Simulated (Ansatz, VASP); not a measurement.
## Ta2Ag: VASP beside Ansatz

```
Ta Ag
1.0
     4.80023    0.00000    0.00000
    -2.40011    4.15712    0.00000
     0.00000    0.00000    2.76356
Ta Ag
2 1
Direct
  0.33333 0.66667 0.50000
  0.66667 0.33333 0.50000
  0.00000 0.00000 0.00000
```

Alike in both runs: functional PBE; k mesh 12 × 12 × 16; occupations gaussian, width 0.1 eV; no spin polarisation.

Ansatz relaxed the structure, and its values are those at the end. VASP's run is a single point on that final structure, the one shown.

```csv
,VASP,Ansatz
version,VASP 6.6.1,Ansatz 0.2.0
potentials or method,"VASP PAW PBE potentials, release 64 (Ta_pv, Ag), cutoff 520 eV","scalar-relativistic, plane waves, PAW"
valence electrons in the cell,33,45
```

```csv
,VASP,Ansatz,Ansatz less VASP
gap on the k mesh at the Fermi level (eV),none,none,-
pressure (GPa),0.0,0.0,-0.04
```

A gap of «none» marks a metal or a gap that the smearing closes. VASP's potentials hold 33 valence electrons a cell and Ansatz's 45, so a difference there can come from the potentials and not from the codes.

Spin-orbit coupling is off throughout.
